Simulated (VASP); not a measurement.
Wanted: the native input for a VASP 6.6.1 run.

```yaml
Task: relaxation of shape and atoms at fixed volume
Functional: PBEsol
Potentials_or_basis: VASP PAW PBE potentials, release 64 (Hf_pv)
Cutoff: 600 eV
k_mesh: 18 × 18 × 10
Occupations: gaussian, width 0.05 eV
Spin: no spin polarisation
Dipole_correction: no
Further_INCAR_settings: ALGO = Fast; EDIFF = 1e-06; IBRION = 2; EDIFFG = -0.01; NSW = 60; ISIF = 4
```

The structure of Hf lies in POSCAR:

```
Hf
1.0
    2.9732072314      0.0000000000      0.0000000000
   -1.4866036157      2.5748729931      0.0000000000
    0.0000000000      0.0000000000      4.7406312850
Hf
2
Direct
    0.3333333333      0.6666666667      0.2500000000
    0.6666666667      0.3333333333      0.7500000000
```

One way to write it, as run:

INCAR

```
PREC = Accurate
ENCUT = 600
EDIFF = 1E-6
ISMEAR = 0
SIGMA = 0.05
LREAL = F
LASPH = T
NELM = 60
ALGO = Fast
ISIF = 4
LWAVE = F
LCHARG = F
GGA = PS
IBRION = 2
NSW = 60
EDIFFG = -0.01
```

KPOINTS

```
regular mesh
0
Gamma
  18 18 10
```

Potentials or basis: VASP PAW PBE potentials, release 64 (Hf_pv).

Launch:

```bash
$ cat potpaw_PBE.64/Hf_pv/POTCAR > POTCAR
$ mpirun -np 1 vasp_std > vasp.out
```

It gave:

```yaml
Energy_gained_by_relaxing: 0.1 meV/atom
Ionic_steps: 2
Pressure_after_relaxing: 26.1 GPa
Band_gap_on_the_k_mesh: zero (bands 10 and 11 overlap by 1.66 eV)
```

Caveat: the PAW data sets were made with another functional, which shifts forces and pressure a little; spin-orbit coupling is left out, which moves the levels of the heavy elements.

Wall time 52 s on 1 thread of Intel(R) Xeon(R) 6975P-C (Granite Rapids) (shared host), peak memory 0.26 GiB.
